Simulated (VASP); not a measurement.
Here is a VASP 6.6.1 calculation.

File POSCAR:

```
Na
1.0
    3.6338486736      0.0000000000      0.0000000000
   -1.8169243368      3.1470052648      0.0000000000
    0.0000000000      0.0000000000      5.9411233003
Na
2
Direct
    0.3333333333      0.6666666667      0.2500000000
    0.6666666667      0.3333333333      0.7500000000
```

INCAR.step1

```
SYSTEM = Na
PREC = Accurate
ENCUT = 520
ISMEAR = -1
SIGMA = 0.08
LREAL = .False.
LASPH = .True.
NELM = 60
NBANDS = 14
GGA = PE
ALGO = Normal
EDIFF = 1E-4
LWAVE = .True.
LCHARG = .False.
```

The input INCAR.step2:

```
SYSTEM = Na
PREC = Accurate
ENCUT = 520
EDIFF = 1E-6
ISMEAR = -1
SIGMA = 0.08
LREAL = .False.
LASPH = .True.
NELM = 60
ALGO = Normal
ISIF = 2
LWAVE = .False.
LCHARG = .False.
METAGGA = R2SCAN
LMIXTAU = .True.
NBANDS = 14
ISTART = 1
```

File KPOINTS:

```
regular mesh
0
Gamma
  14 14 8
  0 0 0
```

Potentials or basis: VASP PAW PBE potentials, release 64 (Na_pv).

Command:

```console
$ cat potpaw_PBE.64/Na_pv/POTCAR > POTCAR
$ cp INCAR.step1 INCAR
$ mpirun -np 1 vasp_std > vasp.out
$ cp INCAR.step2 INCAR
$ mpirun -np 1 vasp_std > vasp.out
```

Estimate the pressure.

1.0 GPa.

What does it give for the band gap on the k mesh?

Zero (bands 7 and 8 overlap by 4.52 eV).

Caveat: the PAW data sets were made with another functional, which shifts forces and pressure a little.
